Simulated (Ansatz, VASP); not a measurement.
This is a calculation of V for VASP 6.6.1.

INCAR

```
SYSTEM = V
PREC = Accurate
ENCUT = 600
EDIFF = 1E-7
ISMEAR = -1
SIGMA = 0.05
LREAL = .False.
LASPH = .True.
NELM = 150
ALGO = Normal
ISIF = 3
LWAVE = .False.
LCHARG = .False.
ISPIN = 2
MAGMOM = 2
LORBIT = 11
LMAXMIX = 4
GGA = RE
IVDW = 13
IBRION = 2
NSW = 80
EDIFFG = -0.005
```

File KPOINTS:

```
regular mesh
0
Gamma
  12 12 12
  0 0 0
```

The input POSCAR:

```
V
1.0
   -1.5143500000      1.5143500000      1.5143500000
    1.5143500000     -1.5143500000      1.5143500000
    1.5143500000      1.5143500000     -1.5143500000
V
1
Direct
    0.0000000000      0.0000000000      0.0000000000
```

Potentials or basis: VASP PAW PBE potentials, release 64 (V_sv).

Launch:

```sh
$ cat potpaw_PBE.64/V_sv/POTCAR > POTCAR
$ mpirun -np 1 vasp_std > vasp.out
```

Q: Translate it to Ansatz 0.2.0. Potentials there: all-electron LAPW, scalar-relativistic.

A: As run (the cutoff follows the program's own potentials):

input.yaml

```yaml
crystal:
  lattice:
    - [-1.51435, 1.51435, 1.51435]
    - [1.51435, -1.51435, 1.51435]
    - [1.51435, 1.51435, -1.51435]
  atoms:
    - { symbol: V, position: [0.0, 0.0, 0.0], spin: 2.0 }
kpoints:
  mp_grid: { grid: [12, 12, 12] }
scf:
  occupations: { method: fermi_dirac, width: 0.05 }
hamiltonian:
  xc: revpbe
  dispersion: d4
  pseudopotentials: { kind: all_electron, lapw: { basis_error: 0.001 } }
magnetization:
  spin_polarized: true
output:
  forces: true
  stress: true
relax:
  f_tol: 0.005
  max_steps: 60
  cell: {}
```

Potentials or basis: all-electron LAPW, scalar-relativistic.

The run is started by

```bash
$ ansatz run input.yaml --threads 2 --pin off --max-ram 6144MiB --backend cpu --events-out ev --progress --plain --runs-dir out
```

Both were run:

|  | VASP | Ansatz | Ansatz less VASP |
| --- | --- | --- | --- |
| net moment per atom (μB) | 0.00 | 0.00 | 0.000 |
| relaxed volume (Å³/atom) | 13.25 | 13.23 | -0.018 |
| relaxed length of the cell vector where the two differ most in proportion (Å) | 2.582 | 2.581 | -0.0012 |

VASP's potentials were made for PBE, not for revPBE. Ansatz ran all-electron here, and VASP with PAW potentials.
